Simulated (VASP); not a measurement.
Write the native input for VASP 6.6.1 that does the following.

```
Task                   : single point
Functional             : LDA
Potentials or basis    : VASP PAW LDA potentials, release 64 (Hf_pv, O)
Cutoff                 : 520 eV
k mesh                 : 9 × 9 × 9
Occupations            : fermi-dirac, width 0.01 eV
Spin                   : no spin polarisation
Dipole correction      : no
Further INCAR settings : ALGO = Normal; EDIFF = 1e-06; NBANDS = 18
```

The structure of HfO2 lies in POSCAR:

```
HfO2
1.0
    0.0000000000      2.5052914730      2.5052914730
    2.5052914730      0.0000000000      2.5052914730
    2.5052914730      2.5052914730      0.0000000000
Hf O
1 2
Direct
    0.0000000000      0.0000000000      0.0000000000
    0.2500000000      0.2500000000      0.2500000000
    0.7500000000      0.7500000000      0.7500000000
```

This cell differs from its parent crystal: volume scaled by 0.94.

One way to write it, as run:

INCAR

```
SYSTEM = HfO2
PREC = Accurate
ENCUT = 520
EDIFF = 1E-6
ISMEAR = -1
SIGMA = 0.01
LREAL = .False.
LASPH = .True.
NELM = 80
ALGO = Normal
ISIF = 2
LWAVE = .False.
LCHARG = .True.
LELF = .True.
LVHAR = .True.
NBANDS = 18
```

KPOINTS

```
regular mesh
0
Gamma
  9 9 9
  0 0 0
```

Potentials or basis: VASP PAW LDA potentials, release 64 (Hf_pv, O).

Launch:

```console
$ cat potpaw_LDA.64/Hf_pv/POTCAR potpaw_LDA.64/O/POTCAR > POTCAR
$ mpirun -np 1 vasp_std > vasp.out
```

Results of the run:

```
Pressure               : -4.8 GPa
Band gap on the k mesh : 3.81 eV, indirect (least direct gap 3.93 eV)
```

Caveat: spin-orbit coupling is left out, which moves the levels of the heavy elements.

It took 43 s on 1 thread of AMD EPYC 7R13, with other jobs on the host, peak memory 0.12 GiB.
